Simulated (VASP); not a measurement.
# Zr3S2 in VASP: notebook, part 2 of 2

VASP 6.6.1.

### Step 3. Single point, PBE, collinear spin (atoms taken out)

File INCAR:

```
SYSTEM = Zr3S2
PREC = Accurate ; ENCUT = 520
EDIFF = 1E-7 ; ISMEAR = 0
SIGMA = 0.1 ; LREAL = .False.
LASPH = .True. ; NELM = 150
ALGO = Normal ; ISIF = 2
LWAVE = .False. ; LCHARG = .False.
ISPIN = 2 ; MAGMOM = 1 1 1 0 0
LORBIT = 11 ; LMAXMIX = 4
GGA = PE ; NBANDS = 36
```

File KPOINTS:

```
Automatic mesh
0
Gamma
  6 6 2
  0 0 0
```

File POSCAR:

```
Zr3S2
1.0
    3.5761061664      0.0000000000      0.0000000000
   -1.7880530832      3.0969987867      0.0000000000
    0.0000000000      0.0000000000      8.7588455028
Zr S
3 2
Direct
    0.0000000000      0.0000000000      0.0000000000
    0.6666666667      0.3333333333      0.3523486218
    0.3333333333      0.6666666667      0.6476513782
    0.6666666667      0.3333333333      0.8212434089
    0.3333333333      0.6666666667      0.1787565911
```

Potentials or basis: VASP PAW PBE potentials, release 64 (Zr_sv, S).

Launch:

```bash
$ cat potpaw_PBE.64/Zr_sv/POTCAR potpaw_PBE.64/S/POTCAR > POTCAR
$ mpirun -np 1 vasp_std > vasp.out
```

Wall time 79 s (1 thread of Intel Xeon 6975P-C (Granite Rapids), shared host); peak memory 0.29 GiB.

The run converged. Its results:

```
Free energy                                           : -39.4143 eV
Pressure                                              : 0.1 GPa
Largest force                                         : 0.146 eV/Å
Band gap on the k mesh                                : zero (filled and empty bands overlap)
Net moment                                            : 0.00 μB per cell
Valence electrons inside the program's atomic spheres : Zr 9.83, 9.76 (each value once); S 3.78
```

Forces on the atoms (eV/Å):
```
Zr   0.000  0.000  0.000
Zr   0.000  0.000 -0.146
Zr   0.000  0.000  0.146
S    0.000  0.000 -0.124
S    0.000  0.000  0.124
```

Stress tensor (GPa, compression positive):
```
 0.54  0.00  0.00
 0.00  0.54  0.00
 0.00  0.00 -0.72
```

Levels at points of the mesh, in eV from the Fermi level:
Spin up:
```tsv
k point	band 20	band 21	band 22	band 23	band 24	band 25	band 26	band 27	band 28	band 29
(0.00, 0.00, 0.00)	-4.13	-2.36	-0.68	-0.68	-0.58	-0.23	0.27	0.27	1.23	1.23
(0.50, 0.00, 0.00)	-4.68	-2.98	-1.07	-0.63	0.29	0.56	1.41	1.61	2.21	2.44
(0.00, 0.00, 0.50)	-4.06	-1.77	-1.26	-0.59	-0.59	-0.01	-0.01	0.40	0.40	0.58
(0.50, 0.00, 0.50)	-4.63	-2.82	-1.32	-0.89	-0.15	0.74	1.48	2.20	2.45	2.65
```
Spin down:
| k point | band 21 | band 22 | band 23 | band 24 | band 25 | band 26 | band 27 | band 28 |
| --- | --- | --- | --- | --- | --- | --- | --- | --- |
| (0.00, 0.00, 0.00) | -2.36 | -0.68 | -0.68 | -0.58 | -0.23 | 0.27 | 0.27 | 1.23 |
| (0.50, 0.00, 0.00) | -2.98 | -1.07 | -0.63 | 0.29 | 0.56 | 1.41 | 1.61 | 2.21 |
| (0.00, 0.00, 0.50) | -1.77 | -1.26 | -0.59 | -0.59 | -0.01 | -0.01 | 0.40 | 0.40 |
| (0.50, 0.00, 0.50) | -2.82 | -1.32 | -0.89 | -0.15 | 0.74 | 1.48 | 2.20 | 2.45 |

Caveat: the cell differs from its parent crystal (atoms taken out).

### Step 4. Relaxation of cell and atoms, PBE (atoms taken out)

File INCAR:

```
SYSTEM = Zr3S2
ALGO = Normal
EDIFF = 1E-6
EDIFFG = -0.08
ENCUT = 600
GGA = PE
IBRION = 2
ISIF = 3
ISMEAR = 0
LASPH = .True.
LCHARG = .False.
LREAL = .False.
LWAVE = .False.
NELM = 100
NSW = 36
PREC = Accurate
SIGMA = 0.2
```

File KPOINTS:

```
k-points
0
Gamma
  5 5 2
  0 0 0
```

File POSCAR:

```
Zr3S2
1.0
    3.4500000000      0.0000000000      0.0000000000
   -1.7250000000      2.9877876400      0.0000000000
    0.0000000000      0.0000000000      9.0700000000
Zr S
3 2
Direct
    0.0000000000      0.0000000000      0.0000000000
    0.6667000000      0.3333600000      0.3550000000
    0.3333000000      0.6666400000      0.6450000000
    0.6666666700      0.3333333300      0.8350000000
    0.3333333300      0.6666666700      0.1650000000
```

Potentials or basis: VASP PAW PBE potentials, release 64 (Zr_sv, S).

Launch:

```bash
$ cat potpaw_PBE.64/Zr_sv/POTCAR potpaw_PBE.64/S/POTCAR > POTCAR
$ mpirun -np 1 vasp_std > vasp.out
```

OUTCAR:

```text
SYSTEM = Zr3S2
   EDIFF = 1E-6
   EDIFFG = -0.08
   ENCUT = 600
   GGA = PE
   IBRION = 2
   ISIF = 3
   ISMEAR = 0
   LASPH = .True.
   LREAL = .False.
   NELM = 100
   NSW = 36
   PREC = Accurate

 ion  position               nearest neighbor table
   1  0.000  0.000  0.000-   4 2.49   5 2.49   5 2.49   4 2.49   4 2.49   5 2.49   3 3.79   2 3.79
                             3 3.79   2 3.79   3 3.79   2 3.79
   2  0.667  0.333  0.355-   5 2.63   5 2.63   5 2.63   3 3.30   3 3.30   3 3.30   1 3.79   1 3.79
                             1 3.79
   3  0.333  0.667  0.645-   4 2.63   4 2.63   4 2.63   2 3.30   2 3.30   2 3.30   1 3.79   1 3.79
                             1 3.79
   4  0.667  0.333  0.835-   1 2.49   1 2.49   1 2.49   3 2.63   3 2.63   3 2.63
   5  0.333  0.667  0.165-   1 2.49   1 2.49   1 2.49   2 2.63   2 2.63   2 2.63

  LATTYP: Found a hexagonal cell.
 ALAT       =     3.4500000000
 C/A-ratio  =     2.6289855072

  Lattice vectors:

[... 1053 lines left out ...]
[... ionic steps 4 to 8 ...]

--------------------------------------- Ionic step        9  -------------------------------------------

 number of electron      48.0000000 magnetization

------------------------ aborting loop because EDIFF is reached ----------------------------------------
[... 73 lines left out ...]
--------------------------------------- Ionic step       11  -------------------------------------------

 number of electron      48.0000000 magnetization

 Free energy of the ion-electron system (eV)
  ---------------------------------------------------
  ext. energy  EPLUGINS =         0.00000000
  ---------------------------------------------------
  free energy    TOTEN  =       -39.47891854 eV

  energy without entropy =      -39.38928222  energy(sigma->0) =      -39.43410038

 E-fermi :   9.8516     XC(G=0): -11.1759

 val. band max:        9.8254183969   @ k =   0.2000   0.0000   0.0000
 cond. band min:       9.8879317658   @ k =  -0.2000   0.2000   0.5000
 fundamental gap:      0.0625133689
 Fermi energy:         9.8516428518

 k-point     1 :       0.0000    0.0000    0.0000
  band No.  band energies     occupation
      1     -40.1638      2.00000
      2     -39.3629      2.00000
      3     -39.3169      2.00000
      4     -18.3774      2.00000
      5     -18.1171      2.00000
      6     -18.1170      2.00000
[... 767 lines left out ...]
  FREE ENERGIE OF THE ION-ELECTRON SYSTEM (eV)
  ---------------------------------------------------
  free  energy   TOTEN  =       -39.4789185355 eV

  energy  without entropy=      -39.3892822176  energy(sigma->0) =      -39.43410038

 reached required accuracy - stopping structural energy minimisation
```

Run time: 4.8 min. Hardware: 1 thread of Intel Xeon 6975P-C (Granite Rapids), shared host; peak memory 0.28 GiB.

Results:

| Property | Result |
| --- | --- |
| Free energy | -39.4789 eV |
| Relaxed volume | 19.44 Å³/atom |
| Relaxed cell | a = 3.581 Å, b = 3.581 Å, c = 8.749 Å, α = 90.00°, β = 90.00°, γ = 120.00° |
| Space group after relaxing (to 0.1 Å) | P-3m1 (No. 164) |
| Energy gained by relaxing | 73.3 meV/atom |
| Ionic steps | 11 |
| Pressure after relaxing | -0.2 GPa |
| Largest force after relaxing | 0.074 eV/Å |
| Band gap on the k mesh | zero (bands 24 and 25 overlap by 0.61 eV) |

Forces on the atoms (eV/Å):
```
Zr   0.000  0.000  0.000
Zr   0.000  0.000 -0.074
Zr   0.000  0.000  0.074
S    0.000  0.000  0.000
S    0.000  0.000  0.000
```

The path:
| step | energy change (eV) | largest force (eV/Å) | pressure (GPa) | volume (Å³) |
| --- | --- | --- | --- | --- |
| 1 | 0.0000 | 1.9730 | 6.85 | 93.49 |
| 2 | -0.1262 | 0.2754 | -7.77 | 104.72 |
| 3 | -0.2374 | 0.8520 | -2.68 | 99.86 |
| 4 | -0.3396 | 0.2472 | -0.64 | 97.65 |
| 5 | -0.3514 | 0.0746 | 0.53 | 96.62 |
| 6 | -0.3596 | 0.1327 | -0.27 | 97.19 |
| 7 | -0.3604 | 0.1563 | -0.57 | 97.42 |
| 8 | -0.3644 | 0.1081 | 0.37 | 96.68 |
| 9 | -0.3644 | 0.1058 | 0.33 | 96.73 |
| 10 | -0.3664 | 0.0840 | -0.02 | 97.04 |
| 11 | -0.3667 | 0.0736 | -0.17 | 97.18 |

Final structure:
```
CELL_PARAMETERS angstrom
3.58119 0.00017 0.00003
-1.79044 3.10140 -0.00005
0.00006 -0.00012 8.74904
ATOMIC_POSITIONS crystal
Zr 0.00000 0.00000 0.00000
Zr 0.66669 0.33335 0.35316
Zr 0.33331 0.66665 0.64684
S 0.66665 0.33332 0.82085
S 0.33335 0.66668 0.17915
```

Caveat: the k points lie up to 0.41 Å⁻¹ apart in the final cell, too coarse for converged energies and pressures of a metal; the cell differs from its parent crystal (atoms taken out); the relaxation stopped at a loose force limit of 0.08 eV/Å, so its end isn't a converged minimum.

### Step 5. Overview

```tsv
task	spin	cell	k mesh	cutoff (eV)	smearing	gap on the mesh (eV)	pressure (GPa)	largest force (eV/Å)
single point	off	a = 3.591, b = 3.591, c = 8.699 Å, angles 90.0, 90.0, 120.0°, 5 atoms, atomic positions A	12 × 12 × 4	520	gaussian 0.1 eV	none	0.0	0.02
single point	collinear	a = 3.576, b = 3.576, c = 8.759 Å, angles 90.0, 90.0, 120.0°, 5 atoms, atomic positions B	6 × 6 × 2	520	gaussian 0.1 eV	none	0.1	0.15
relaxation of cell and atoms	off	relaxed from a = 3.450, b = 3.450, c = 9.070 Å, angles 90.0, 90.0, 120.0°, 5 atoms, atomic positions C	5 × 5 × 2	600	gaussian 0.2 eV	none	-0.2	0.07
```

Alike in all rows: level PBE; potentials or basis VASP PAW PBE potentials, release 64 (Zr_sv, S).

Caveats: some runs use coarse meshes; the relaxation stopped at a loose force limit of 0.08 eV/Å, so its end isn't a converged minimum (at least some runs).

Absolute energies hang on the potentials; compare differences alone.
